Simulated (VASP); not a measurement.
WC:

```
W C
1.0
     2.61300    0.00000    0.00000
     0.00000    2.61300    0.00000
     0.00000    0.00000    4.60487
W C
1 1
Direct
  0.00000 0.00000 0.00000
  0.50000 0.50000 0.50000
```

The cell was built from a structure type or drawn by symmetry, and may not be a known phase.

```yaml
Program: VASP 6.6.1
Task: relaxation of cell and atoms
Functional: PBE
Potentials_or_basis: VASP PAW PBE potentials, release 64 (W_sv, C)
Cutoff: 600 eV
k_mesh: 7 × 7 × 4
Occupations: gaussian, width 0.2 eV
Spin: no spin polarisation
```

At the start: pressure -23.3 GPa; volume 15.72 Å³/atom.

Problem. Where does the relaxation end?

Solution. Over 15 steps the energy falls by 2457.1 meV/atom and the volume is 10.22 Å³/atom (-35.0 %); space group P4/mmm (No. 123, to 0.1 Å) before, Pm-3m (No. 221, to 0.1 Å).

The path:
```tsv
step	energy change (eV)	largest force (eV/Å)	pressure (GPa)	volume (Å³)
1	0.0000	0.0000	-23.31	31.44
2	-1.1867	0.0000	22.89	22.03
3	-1.1846	0.0000	20.67	22.22
4	-1.9607	0.0000	32.11	20.48
5	-2.8883	0.0000	170.45	15.65
6	-3.0235	0.0000	58.60	18.55
7	-3.4973	0.0000	98.50	17.12
8	-4.0050	0.0000	93.77	17.13
9	-4.0697	0.0000	94.77	17.11
10	-4.4687	0.0000	63.45	17.92
11	-4.8972	0.0000	9.94	19.92
12	-4.9122	0.0000	1.65	20.36
13	-4.9126	0.0000	0.18	20.44
14	-4.9134	0.0000	0.13	20.44
15	-4.9142	0.0000	0.00	20.45
```

Final structure:
```
W C
1.0
     2.73019    0.00000    0.00000
     0.00000    2.73019    0.00000
     0.00000    0.00000    2.74336
W C
1 1
Direct
  0.00000 0.00000 0.00000
  0.50000 0.50000 0.50000
```

Caveat: the volume moved by over 15 % at a fixed basis, so the end points are rough.
